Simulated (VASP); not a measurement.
# AlCo (rocksalt type) (Fm-3m) in VASP: notebook

The runs below take AlCo (rocksalt type) through single point, with PBE.

Everything below comes from runs of VASP 6.6.1. Logs are shortened: lines on timing, memory, paths and dates and some standing lists are left out, and cuts for length are marked.

### 1 The cell of the first run

It takes space group Fm-3m (No. 225, cubic). Conventional cell: a = 4.555 Å, b = 4.555 Å, c = 4.555 Å, α = 90.00°, β = 90.00°, γ = 90.00°. Co (site symmetry m-3m) has 6 Al at 2.28 Å within 3.0 Å. Within 3.0 Å of Al (site symmetry m-3m) lie 6 Co at 2.28 Å.

### 2 Single point, PBE (volume scaled by 0.86, to set the pressure)

Contents of INCAR:

```
PREC = Accurate ; ENCUT = 520
EDIFF = 1E-6 ; ISMEAR = -1
SIGMA = 0.08 ; LREAL = F
LASPH = T ; NELM = 80
ALGO = Normal ; ISIF = 2
LWAVE = F ; LCHARG = F
GGA = PE ; NBANDS = 13
```

Contents of KPOINTS:

```
Automatic mesh
0
Gamma
  14 14 14
```

Contents of POSCAR:

```
AlCo
1.0
    0.0000000000      2.2775511860      2.2775511860
    2.2775511860      0.0000000000      2.2775511860
    2.2775511860      2.2775511860      0.0000000000
Co Al
1 1
Direct
    0.0000000000      0.0000000000      0.0000000000
    0.5000000000      0.5000000000      0.5000000000
```

Potentials or basis: VASP PAW PBE potentials, release 64 (Co, Al).

The run is started by

```sh
> cat potpaw_PBE.64/Co/POTCAR potpaw_PBE.64/Al/POTCAR > POTCAR
> mpirun -np 1 vasp_std > vasp.out
```

OUTCAR:

```text
PREC = Accurate
   ENCUT = 520
   EDIFF = 1E-6
   ISMEAR = -1
   LREAL = F
   LASPH = T
   NELM = 80
   ISIF = 2
   GGA = PE

 ion  position               nearest neighbor table
   1  0.000  0.000  0.000-   2 2.28   2 2.28   2 2.28   2 2.28   2 2.28   2 2.28
   2  0.500  0.500  0.500-   1 2.28   1 2.28   1 2.28   1 2.28   1 2.28   1 2.28

  LATTYP: Found a face centered cubic cell.
 ALAT       =     4.5551023720

  Lattice vectors:

 A1 = (   0.0000000000,   2.2775511860,   2.2775511860)
 A2 = (   2.2775511860,   0.0000000000,   2.2775511860)
 A3 = (   2.2775511860,   2.2775511860,   0.0000000000)

Analysis of symmetry for initial positions (statically):
=====================================================================
 Subroutine PRICEL returns:
 Original cell was already a primitive cell.

 Routine SETGRP: Setting up the symmetry group for a
 face centered cubic supercell.

 Subroutine GETGRP returns: Found 48 space group operations
 (whereof 48 operations were pure point group operations)
 out of a pool of 48 trial point group operations.

The static configuration has the point symmetry O_h .

Analysis of symmetry for dynamics (positions and initial velocities):
=====================================================================
 Subroutine PRICEL returns:
 Original cell was already a primitive cell.

 Routine SETGRP: Setting up the symmetry group for a
 face centered cubic supercell.

 Subroutine GETGRP returns: Found 48 space group operations
 (whereof 48 operations were pure point group operations)
 out of a pool of 48 trial point group operations.

The dynamic configuration has the point symmetry O_h .

 Subroutine INISYM returns: Found 48 space group operations
 (whereof 48 operations are pure point group operations),
 and found     1 'primitive' translations

----------------------------------------------------------------------------------------

                                     Primitive cell

  volume of cell :      23.6284

  direct lattice vectors                    reciprocal lattice vectors
     0.000000000  2.277551186  2.277551186    -0.219534034  0.219534034  0.219534034
     2.277551186  0.000000000  2.277551186     0.219534034 -0.219534034  0.219534034
     2.277551186  2.277551186  0.000000000     0.219534034  0.219534034 -0.219534034

  length of vectors
     3.220943776  3.220943776  3.220943776     0.380244101  0.380244101  0.380244101

  position of ions in fractional coordinates (direct lattice)
[... 81 lines left out ...]
   EDIFFG = 0.1E-04   stopping-criterion for IOM
   NSW    =      0    number of steps for IOM
   IBRION =     -1    ionic relax: 0-MD 1-quasi-New 2-CG
   NFREE  =      0    steps in history (QN), initial steepest desc. (CG)
   ISIF   =      2    stress and relaxation
   ISYM   =      2    0-nonsym 1-usesym 2-fastsym
   POTIM  = 0.5000    time-step for ionic-motion
   TEBEG  =    0.0;   TEEND  =   0.0 temperature during run
   PSTRESS=    0.0 pullay stress
   NELECT =      12.0000    total number of electrons
   NUPDOWN=      -1.0000    fix difference up-down
   EMIN   =  10.00;   EMAX   =-10.00  energy-range for DOS
   EFERMI =   0.00;   METHOD = LEGACY
   ISMEAR =    -1;   SIGMA  =   0.08  broadening in eV -4-tet -1-fermi 0-gaus
   EFERMI_NEDOS =   21; number of points for ismear=-14 and -15
   IALGO  =     38    algorithm
   IMIX   =      4    mixing-type and parameters
     AMIX     =   0.40;   BMIX     =  1.00
     AMIX_MAG =   1.60;   BMIX_MAG =  1.00
  volume/ion in A,a.u.               =      11.81        79.73
  Fermi-wavevector in a.u.,A,eV,Ry     =   1.306142  2.468251 23.211638  1.706007
  Thomas-Fermi vector in A             =   2.436964
   LORBIT       =      0    0 simple, 1 ext, 2 COOP (PROOUT), +10 PAW based schemes
   GGA     = PE    functional components
   LHFCALC =     F    Hartree Fock is set to
   AEXX    =    0.0000 exact exchange contribution
   IVDW    =     0    specifies the selected vdW correction
   LEPSILON=     F    determine dielectric tensor
   LRPA    =     F    only Hartree local field effects (RPA)
 non-spin polarized calculation
  energy-cutoff  :      520.00
  volume of cell :       23.63
 maximum number of plane-waves:       648
   NGX = 11   NGY = 11   NGZ = 11

 number of electron      12.0000005 magnetization

 Free energy of the ion-electron system (eV)
  ---------------------------------------------------
  ext. energy  EPLUGINS =         0.00000000
  ---------------------------------------------------
  free energy    TOTEN  =       -10.08678209 eV

  energy without entropy =      -10.06122896  energy(sigma->0) =      -10.07400552

 E-fermi :  10.2389     XC(G=0): -12.0792

 val. band max:       10.2129392661   @ k =  -0.4286   0.3571   0.0000
 cond. band min:      10.2555990500   @ k =  -0.3571   0.2857   0.1429
 fundamental gap:      0.0426597839
 Fermi energy:        10.2388834965

 k-point     1 :       0.0000    0.0000    0.0000
  band No.  band energies     occupation
      1      -0.5337      2.00000
      2       8.3889      2.00000
      3       8.3889      2.00000
      4       8.3889      2.00000
      5       8.6120      2.00000
      6       8.6120      2.00000
      7      18.6008      0.00000
      8      18.6008      0.00000
      9      18.6008      0.00000
     10      22.2571      0.00000
     11      22.2571      0.00000
     12      22.2571      0.00000
     13      22.3272      0.00000
[... 354 lines left out ...]
  band No.  band energies     occupation
      1       1.0970      2.00000
      2       7.6499      2.00000
      3       7.9512      2.00000
      4       8.4148      2.00000
      5       8.8562      2.00000
      6       9.0599      2.00000
      7      13.8682      0.00000
      8      16.0627      0.00000
      9      18.6587      0.00000
     10      18.8521      0.00000
     11      20.8361      0.00000
     12      24.1871      0.00000
     13      24.3519      0.00000

 [... further k-points ...]
[... 5 lines left out ...]
  --------------------------------------------------------------------------------------
  -------------------------------------------------------------------------------------
  Total        3.6522156      3.6522156      3.6522156      0.0000000     -0.0000000     -0.0000000
  in kB      247.6467078    247.6467078    247.6467078      0.0000000     -0.0000000     -0.0000000
  external PRESSURE =     247.6467078 kB  Pullay stress =       0.0000000 kB

 VOLUME and BASIS-vectors are now :
 -----------------------------------------------------------------------------
  energy-cutoff  :      520.00
  volume of cell :       23.63
      direct lattice vectors                 reciprocal lattice vectors
     0.000000000  2.277551186  2.277551186    -0.219534034  0.219534034  0.219534034
     2.277551186  0.000000000  2.277551186     0.219534034 -0.219534034  0.219534034
     2.277551186  2.277551186  0.000000000     0.219534034  0.219534034 -0.219534034

 POSITION                                       TOTAL-FORCE (eV/Angst)
 -----------------------------------------------------------------------------------
      0.00000      0.00000      0.00000         0.000000      0.000000      0.000000
      2.27755      2.27755      2.27755        -0.000000     -0.000000     -0.000000
 -----------------------------------------------------------------------------------
    total drift:                                0.000000     -0.000000     -0.000000

  FREE ENERGIE OF THE ION-ELECTRON SYSTEM (eV)
  ---------------------------------------------------
  free  energy   TOTEN  =       -10.0867820854 eV

  energy  without entropy=      -10.0612289644  energy(sigma->0) =      -10.07400552
```

OSZICAR:

```text
N       E                     dE             d eps       ncg     rms          rms(c)
DAV:   1     0.396822425601E+02    0.39682E+02   -0.51947E+03  2712   0.963E+02
DAV:   2    -0.905751665884E+01   -0.48740E+02   -0.44938E+02  2859   0.174E+02
DAV:   3    -0.107932688941E+02   -0.17358E+01   -0.17146E+01  3315   0.377E+01
DAV:   4    -0.108210057683E+02   -0.27737E-01   -0.27726E-01  3287   0.423E+00
DAV:   5    -0.108218868271E+02   -0.88106E-03   -0.88104E-03  3331   0.799E-01    0.939E+00
DAV:   6    -0.120751845527E+02   -0.12533E+01   -0.26228E+01  3194   0.659E+01    0.107E+01
DAV:   7    -0.100960431770E+02    0.19791E+01   -0.11030E+01  3254   0.435E+01    0.138E+00
DAV:   8    -0.100913864160E+02    0.46568E-02   -0.68568E-02  3157   0.198E+00    0.810E-01
DAV:   9    -0.100868195835E+02    0.45668E-02   -0.16334E-02  3649   0.137E+00    0.109E-01
DAV:  10    -0.100867886532E+02    0.30930E-04   -0.34455E-04  4053   0.209E-01    0.661E-02
DAV:  11    -0.100867815301E+02    0.71231E-05   -0.27963E-05  4221   0.484E-02    0.120E-02
DAV:  12    -0.100867820854E+02   -0.55529E-06   -0.11664E-06  1858   0.102E-02
   1 F= -.10086782E+02 E0= -.10074006E+02  d E =-.255531E-01
```

stdout:

```text
POSCAR found type information on POSCAR CoAl
 POSCAR found :  2 types and       2 ions
 scaLAPACK will be used
 LDA part: xc-table for (Slater+PW92), standard interpolation
 POSCAR, INCAR and KPOINTS ok, starting setup
 FFT: planning ... GRIDC
 FFT: planning ... GRID_SOFT
 FFT: planning ... GRID
 WAVECAR not read
 entering main loop
```

It took 15 s on 1 thread of Intel Xeon Platinum 8375C at 2.90GHz (Ice Lake), shared host; peak memory 0.16 GiB.

What came out:

```yaml
Free_energy: -10.0868 eV
Pressure: 24.8 GPa
Band_gap_on_the_k_mesh: zero (band 6 reaches 10.49 eV, above the bottom of band 7 at 10.21 eV)
```

Levels at points of the mesh, in eV from the Fermi level:
```tsv
k point	band 3	band 4	band 5	band 6	band 7	band 8	band 9	band 10
(0.00, 0.00, 0.00)	-1.85	-1.85	-1.63	-1.63	8.36	8.36	8.36	12.02
(0.50, 0.00, 0.00)	-2.35	-2.35	-0.71	-0.71	0.23	7.71	7.71	9.74
(0.50, 0.50, 0.00)	-3.16	-1.14	-0.47	-0.47	0.86	2.29	2.29	7.73
```

Caveat: the cell differs from its parent crystal (volume scaled by 0.86, to set the pressure).

### 3 Single point, PBE

Contents of INCAR:

```
SYSTEM = AlCo
PREC = Accurate ; ENCUT = 520
EDIFF = 1E-6 ; ISMEAR = -1
SIGMA = 0.08 ; LREAL = .FALSE.
LASPH = .TRUE. ; NELM = 80
ALGO = Normal ; ISIF = 2
LWAVE = .FALSE. ; LCHARG = .TRUE.
GGA = PE ; LELF = .TRUE.
LVHAR = .TRUE. ; NBANDS = 13
```

Contents of KPOINTS:

```
regular mesh
0
G
  14 14 14
  0 0 0
```

Contents of POSCAR:

```
AlCo
1.0
    0.0000000000      2.2766791311      2.2766791311
    2.2766791311      0.0000000000      2.2766791311
    2.2766791311      2.2766791311      0.0000000000
Co Al
1 1
Direct
    0.0000000000      0.0000000000      0.0000000000
    0.5000000000      0.5000000000      0.5000000000
```

Potentials or basis: VASP PAW PBE potentials, release 64 (Co, Al).

The run is started by

```sh
> cat potpaw_PBE.64/Co/POTCAR potpaw_PBE.64/Al/POTCAR > POTCAR
> mpirun -np 1 vasp_std > vasp.out
```

It took 15 s on 1 thread of Intel Xeon Platinum 8375C at 2.90GHz (Ice Lake), shared host; peak memory 0.16 GiB.

Results (log left out):

```yaml
Free_energy: -10.0826 eV
Pressure: 25.0 GPa
Band_gap_on_the_k_mesh: zero (band 6 reaches 10.50 eV, above the bottom of band 7 at 10.23 eV)
```

Levels at points of the mesh, in eV from the Fermi level:
```
           k point  band 4  band 5  band 6  band 7  band 8  band 9
(0.00, 0.00, 0.00)   -1.85   -1.63   -1.63    8.37    8.37    8.37
(0.50, 0.00, 0.00)   -2.35   -0.71   -0.71    0.24    7.71    7.71
(0.50, 0.50, 0.00)   -1.14   -0.47   -0.47    0.86    2.29    2.29
```

Spin polarisation is off, so any magnetic state and its effect on volume and gap are missing.

### 4 Single point, PBE

Contents of INCAR:

```
SYSTEM = AlCo
PREC = Accurate
ENCUT = 520
EDIFF = 1E-6
ISMEAR = -1
SIGMA = 0.08
LREAL = .FALSE.
LASPH = .TRUE.
NELM = 60
ALGO = Normal
ISIF = 2
LWAVE = .FALSE.
LCHARG = .FALSE.
GGA = PE
NBANDS = 13
```

Contents of KPOINTS:

```
Automatic mesh
0
G
  14 14 14
  0 0 0
```

Contents of POSCAR:

```
AlCo
1.0
    0.0000000000      2.2763043249      2.2763043249
    2.2763043249      0.0000000000      2.2763043249
    2.2763043249      2.2763043249      0.0000000000
Co Al
1 1
Direct
    0.0000000000      0.0000000000      0.0000000000
    0.5000000000      0.5000000000      0.5000000000
```

The run is started by

```sh
> cat potpaw_PBE.64/Co/POTCAR potpaw_PBE.64/Al/POTCAR > POTCAR
> mpirun -np 1 vasp_std > vasp.out
```

It took 15 s on 1 thread of Intel Xeon Platinum 8375C at 2.90GHz (Ice Lake), shared host; peak memory 0.16 GiB.

It converged, with:

```yaml
Free_energy: -10.0807 eV
Pressure: 25.1 GPa
Band_gap_on_the_k_mesh: zero (band 6 reaches 10.51 eV, above the bottom of band 7 at 10.24 eV)
```

Levels at points of the mesh, in eV from the Fermi level:
```csv
k point,band 2,band 3,band 4,band 5,band 6,band 7,band 8,band 9,band 10,band 11
"(0.00, 0.00, 0.00)",-1.86,-1.86,-1.86,-1.63,-1.63,8.37,8.37,8.37,12.03,12.03
"(0.50, 0.00, 0.00)",-5.59,-2.36,-2.36,-0.71,-0.71,0.24,7.71,7.71,9.75,9.99
"(0.50, 0.50, 0.00)",-3.90,-3.17,-1.14,-0.47,-0.47,0.87,2.30,2.30,7.73,8.14
```

### 5 Single point, PBE

This run uses another cell than the first one, of 13.74 Å³/atom, 1.163 times its volume.

Contents of INCAR:

```
PREC     = Accurate       # precision mode
ENCUT    = 520            # plane-wave cutoff, eV
EDIFF    = 1E-6           # SCF threshold, eV
ISMEAR   = -1             # smearing method
SIGMA    = 0.08           # smearing width, eV
LREAL    = False          # projectors in reciprocal space
LASPH    = True           # aspherical terms in the spheres
NELM     = 60             # most SCF steps
ALGO     = Normal         # electronic algorithm
ISIF     = 2              # what is computed and relaxed
LWAVE    = False          # write WAVECAR
LCHARG   = False          # write CHGCAR
GGA      = PE             # functional
NBANDS   = 13             # bands
```

Contents of KPOINTS:

```
Automatic mesh
0
Gamma
  14 14 14
```

Contents of POSCAR:

```
AlCo
1.0
    0.0000000000      2.3949805772      2.3949805772
    2.3949805772      0.0000000000      2.3949805772
    2.3949805772      2.3949805772      0.0000000000
Co Al
1 1
Direct
    0.0000000000      0.0000000000      0.0000000000
    0.5000000000      0.5000000000      0.5000000000
```

The run is started by

```sh
> cat potpaw_PBE.64/Co/POTCAR potpaw_PBE.64/Al/POTCAR > POTCAR
> mpirun -np 1 vasp_std > vasp.out
```

It took 33 s on 1 thread of Intel Xeon Platinum 8375C at 2.90GHz (Ice Lake), shared host; peak memory 0.18 GiB.

The run converged. Its results:

```
Free energy            : -10.3483 eV
Pressure               : 0.0 GPa
Band gap on the k mesh : zero (band 6 reaches 8.46 eV, above the bottom of band 7 at 8.28 eV)
```

Levels at points of the mesh, in eV from the Fermi level:
| k point | band 3 | band 4 | band 5 | band 6 | band 7 | band 8 | band 9 | band 10 |
| --- | --- | --- | --- | --- | --- | --- | --- | --- |
| (0.00, 0.00, 0.00) | -1.40 | -1.40 | -1.26 | -1.26 | 7.28 | 7.28 | 7.28 | 11.18 |
| (0.50, 0.00, 0.00) | -1.91 | -1.91 | -0.53 | -0.53 | 0.17 | 7.22 | 7.22 | 8.72 |
| (0.50, 0.50, 0.00) | -2.42 | -0.88 | -0.34 | -0.34 | 0.68 | 2.07 | 2.07 | 6.63 |

Spin polarisation is off, so any magnetic state and its effect on volume and gap are missing.

### 6 Summary

```csv
cell,gap on the mesh (eV),pressure (GPa)
"a = 3.221 Å, angles 60.0°, 2 atoms",none,24.8
"a = 3.220 Å, angles 60.0°, 2 atoms",none,25.0
"a = 3.219 Å, angles 60.0°, 2 atoms",none,25.1
"a = 3.387 Å, angles 60.0°, 2 atoms",none,0.0
```

Alike in all rows: task single point; level PBE; potentials or basis VASP PAW PBE potentials, release 64 (Co, Al); no spin polarisation; k mesh 14 × 14 × 14; cutoff (eV) 520; smearing fermi-dirac 0.08 eV.

Total energies depend on the potentials used, so only differences within one code and one set of settings carry meaning.
